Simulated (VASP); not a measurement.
Here is a VASP 6.6.1 calculation.

The input INCAR:

```
SYSTEM = CuI
PREC = Accurate
ENCUT = 520
EDIFF = 1E-8
ISMEAR = 0
SIGMA = 0.01
LREAL = .FALSE.
LASPH = .TRUE.
NELM = 100
ALGO = Normal
ISIF = 2
LWAVE = .FALSE.
LCHARG = .FALSE.
NBANDS = 26
IBRION = 8
NSW = 1
```

Contents of KPOINTS:

```
regular mesh
0
G
  4 4 4
  0 0 0
```

Contents of POSCAR:

```
CuI
1.0
    3.3405752516     -3.4722948300      0.0000000000
    3.3405752516      3.4722948300      0.0000000000
    0.0000000000      0.0000000000      4.2531224584
Cu I
2 2
Direct
    0.4149165983      0.5850834017      0.7500000000
    0.5850834017      0.4149165983      0.2500000000
    0.7838364990      0.2161635010      0.7500000000
    0.2161635010      0.7838364990      0.2500000000
```

Potentials or basis: VASP PAW LDA potentials, release 64 (Cu, I).

The run is started by

```sh
$ cat potpaw_LDA.64/Cu/POTCAR potpaw_LDA.64/I/POTCAR > POTCAR
$ mpirun -np 1 vasp_std > vasp.out
```

(1) Estimate the highest phonon frequency at Γ, LO-TO splitting left out.

(2) What does it give for the most unstable mode?

## Answers

(1) 245 cm⁻¹.

(2) 38i cm⁻¹.

Caveat: the k points lie up to 0.37 Å⁻¹ apart; some modes are imaginary.
